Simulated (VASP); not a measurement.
# SiO2: electric field gradients with PBE

Crystal: SiO2.

```
CELL_PARAMETERS angstrom
4.23511 0.00000 0.00000
0.00000 4.23511 0.00000
0.00000 0.00000 2.70291
ATOMIC_POSITIONS crystal
Si 0.00000 0.00000 0.00000
Si 0.50000 0.50000 0.50000
O 0.30670 0.30670 0.00000
O 0.19330 0.80670 0.50000
O 0.69330 0.69330 0.00000
O 0.80670 0.19330 0.50000
```

- Program: VASP 6.6.1
- Task: electric field gradients
- Functional: PBE
- Potentials or basis: VASP PAW PBE potentials, release 64 (Si, O)
- Cutoff: 520 eV
- k mesh: 6 × 6 × 9
- Occupations: fermi-dirac, width 0.03 eV
- Spin: no spin polarisation
- Dipole correction: no
- Further INCAR settings: ALGO = Normal; EDIFF = 1e-08; NBANDS = 25

| Property | Result |
| --- | --- |
| Pressure | -1.5 GPa |
| Largest force | 0.028 eV/Å |
| Band gap on the k mesh | 4.92 eV |
| Largest electric field gradient by atom | Si +22.2; O -114.1 V/Å² |

Forces on the atoms (eV/Å):
```
Si   0.000  0.000  0.000
Si   0.000  0.000  0.000
O    0.020  0.020  0.000
O   -0.020  0.020  0.000
O   -0.020 -0.020  0.000
O    0.020 -0.020  0.000
```

Stress tensor (GPa, compression positive):
```
-0.96  0.00  0.00
 0.00 -0.96  0.00
 0.00  0.00 -2.52
```

Levels at points of the mesh, in eV from the valence-band top:
| k point | band 13 | band 14 | band 15 | band 16 | band 17 | band 18 | band 19 | band 20 |
| --- | --- | --- | --- | --- | --- | --- | --- | --- |
| (0.00, 0.00, 0.00) | -2.51 | -0.85 | -0.85 | 0.00 | 4.92 | 6.52 | 8.18 | 8.18 |
| (0.50, 0.00, 0.00) | -2.62 | -2.62 | -1.03 | -1.03 | 7.20 | 7.20 | 8.78 | 8.78 |
| (0.50, 0.50, 0.00) | -2.55 | -2.55 | -2.14 | -2.14 | 6.92 | 6.92 | 9.69 | 9.69 |

Electric field gradients, principal values (V/Å²):
```
atom   least   middle  greatest (by size)
1 Si  -4.088  -18.116              22.203
2 Si  -4.088  -18.116              22.203
 3 O  49.529   64.597            -114.126
 4 O  49.529   64.597            -114.126
 5 O  49.529   64.597            -114.126
 6 O  49.529   64.597            -114.126
```

Wall time 60 s on 1 thread of Intel Xeon 8259CL, with other jobs on the host, peak memory 0.18 GiB.

Caveat: without QUAD_EFG the Cq values of the log hold for a quadrupole moment of 1 mb, not for the nuclei. A k mesh can miss the band edges.
